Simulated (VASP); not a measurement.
AlN (rocksalt type):

```xyz
2
Lattice="0.0000 2.1544 2.1544 2.1544 0.0000 2.1544 2.1544 2.1544 0.0000" Properties=species:S:1:pos:R:3 pbc="T T T"
Al    0.0000    0.0000    0.0000
N     2.1544    2.1544    2.1544
```

```yaml
Program: VASP 6.6.1
Task: relaxation of cell and atoms
Functional: PBE
Potentials_or_basis: VASP PAW PBE potentials, release 64 (Al, N)
Cutoff: 600 eV
k_mesh: 17 × 17 × 17
Occupations: fermi-dirac, width 0.05 eV
Spin: no spin polarisation
```

At the start: pressure -30.7 GPa; volume 10.00 Å³/atom.

Where does the relaxation end?

Over 6 steps the energy falls by 175.8 meV/atom and the volume is 8.42 Å³/atom (-15.8 %); space group Fm-3m (No. 225, to 0.05 Å).

The path:
```csv
step,energy change (eV),largest force (eV/Å),pressure (GPa),volume (Å³)
1,0.0000,0.0000,-30.65,20.00
2,-0.1511,0.0000,37.84,14.96
3,-0.3514,0.0000,-0.55,16.87
4,-0.3515,0.0000,0.34,16.81
5,-0.3515,0.0000,-0.25,16.85
6,-0.3515,0.0000,-0.01,16.83
```

Final structure:
```yaml
crystal:
  lattice:
    - [0.00000, 2.03404, 2.03404]
    - [2.03404, 0.00000, 2.03404]
    - [2.03404, 2.03404, 0.00000]
  atoms:
    - { symbol: Al, position: [0.00000, 0.00000, 0.00000] }
    - { symbol: N, position: [0.50000, 0.50000, 0.50000] }
```

Caveat: the volume moved by over 15 % at a fixed basis, so the end points are rough.
